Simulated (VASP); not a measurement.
Input of a VASP 6.6.1 run:

The input INCAR:

```
PREC = Accurate ; ENCUT = 600
EDIFF = 1E-6 ; ISMEAR = 0
SIGMA = 0.01 ; LREAL = False
LASPH = True ; NELM = 120
ALGO = Normal ; ISIF = 2
LWAVE = False ; LCHARG = False
NBANDS = 19 ; GGA_COMPAT = False
```

File KPOINTS:

```
regular mesh
0
Gamma
  6 6 6
```

Contents of POSCAR:

```
CaF2
1.0
    0.0000000000      2.6310137112      2.6310137112
    2.6310137112      0.0000000000      2.6310137112
    2.6310137112      2.6310137112      0.0000000000
Ca F
1 2
Direct
    0.0000000000      0.0000000000      0.0000000000
    0.2500000000      0.2500000000      0.2500000000
    0.7500000000      0.7500000000      0.7500000000
```

Potentials or basis: VASP PAW LDA potentials, release 64 (Ca_sv, F).

Command:

```bash
$ cat potpaw_LDA.64/Ca_sv/POTCAR potpaw_LDA.64/F/POTCAR > POTCAR
$ mpirun -np 1 vasp_std > vasp.out
```

Question: What does it give for the pressure?

Answer: 4.6 GPa.

Question: Predict the band gap on the k mesh.

Answer: 7.58 eV (least direct gap 7.86 eV).

Caveat: the cell stands under pressure. A k mesh can miss the band edges.
